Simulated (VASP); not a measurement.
Here is a VASP 6.6.1 calculation.

File INCAR:

```
SYSTEM = K2ICl
  PREC = Accurate
  ENCUT = 520
  EDIFF = 1E-6
  ISMEAR = 0
  SIGMA = 0.01
  LREAL = .FALSE.
  LASPH = .TRUE.
  NELM = 100
  ALGO = Normal
  ISIF = 2
  LWAVE = .FALSE.
  LCHARG = .TRUE.
  GGA = PE
  LELF = .TRUE.
  LVHAR = .TRUE.
  NBANDS = 24
```

Contents of KPOINTS:

```
Automatic mesh
0
G
  6 6 6
  0 0 0
```

The input POSCAR:

```
K2ICl
1.0
    2.3574210133      1.3610576566      7.7636043720
   -2.3574210133      1.3610576566      7.7636043720
    0.0000000000     -2.7221153133      7.7636043720
Cl I K
1 1 2
Direct
    1.0000000000      0.0000000000      0.0000000000
    0.5000000000      0.5000000000      0.5000000000
    0.2599441828      0.2599441828      0.2599441828
    0.7400558172      0.7400558172      0.7400558172
```

Potentials or basis: VASP PAW PBE potentials, release 64 (Cl, I, K_sv).

The run is started by

```bash
$ cat potpaw_PBE.64/Cl/POTCAR potpaw_PBE.64/I/POTCAR potpaw_PBE.64/K_sv/POTCAR > POTCAR
$ mpirun -np 1 vasp_std > vasp.out
```

Problem. Predict the largest force.

Solution. 0.018 eV/Å.

Problem. What does it give for the pressure?

Solution. 0.6 GPa.

Problem. Estimate the band gap on the k mesh.

Solution. 3.81 eV, direct.

Forces in eV/Å, atoms in the order of the input:
```
Cl   0.000  0.000  0.000
I    0.000  0.000  0.000
K    0.000  0.000 -0.018
K    0.000  0.000  0.018
```

Caveat: spin-orbit coupling is left out, which moves the levels of the heavy elements. A k mesh can miss the band edges.
